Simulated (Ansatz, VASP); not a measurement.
# One calculation of Pd, two programs

Contents of INCAR:

```
  ALGO = Normal
  EDIFF = 1E-7
  EDIFFG = -0.01
  ENCUT = 500
  GGA = PE
  GGA_COMPAT = False
  IBRION = 2
  ISIF = 3
  ISMEAR = -1
  LASPH = True
  LCHARG = False
  LREAL = False
  LWAVE = False
  NELM = 120
  NELMIN = 4
  NSW = 80
  PREC = Accurate
  SIGMA = 0.1
```

File KPOINTS:

```
k-points
0
Gamma
  12 12 12
```

POSCAR

```
Pd
1.0
    2.5140960172      0.0000000000      0.0000000000
    0.0000000000      2.5140960172      0.0000000000
    0.0000000000      0.0000000000      2.5140960172
Pd
1
Direct
    0.0000000000      0.0000000000      0.0000000000
```

Input for Ansatz:

```yaml
crystal:
  lattice:
    - [2.5140960172, 0.0, 0.0]
    - [0.0, 2.5140960172, 0.0]
    - [0.0, 0.0, 2.5140960172]
  atoms:
    - { symbol: Pd, position: [0.0, 0.0, 0.0] }
hamiltonian:
  xc: pbe
  pseudopotentials:
    kind: paw
    azcp:
      Pd: "pseudopotentials/Pd.paw.azcp"
basis:
  ecutwfc: 420
  fft_grid_basis: typed
kpoints:
  mp_grid: { grid: [12, 12, 12], shift: [0, 0, 0] }
magnetization:
  spin_polarized: false
scf:
  occupations: { method: fermi_dirac, width: 0.1 }
relax:
  max_steps: 60
  f_tol: 0.01
  cell: {}
```

Alike in both runs: task relaxation of cell and atoms; functional PBE; k mesh 12 × 12 × 12; occupations fermi-dirac, width 0.1 eV; no spin polarisation.

|  | VASP | Ansatz |
| --- | --- | --- |
| version | VASP 6.6.1 | Ansatz 0.2.0 |
| potentials or method | VASP PAW PBE potentials, release 64 (Pd), cutoff 500 eV | plane waves (420 eV) with PAW, scalar-relativistic |
| valence electrons in the cell | 10 | 18 |

```csv
,VASP,Ansatz,Ansatz less VASP
relaxed volume (Å³/atom),17.87,17.89,+0.027
relaxed cell length with the largest relative difference (Å),2.614,2.616,+0.0013
```

VASP's potentials hold 10 valence electrons a cell and Ansatz's 18, so a difference there can come from the potentials and not from the codes.
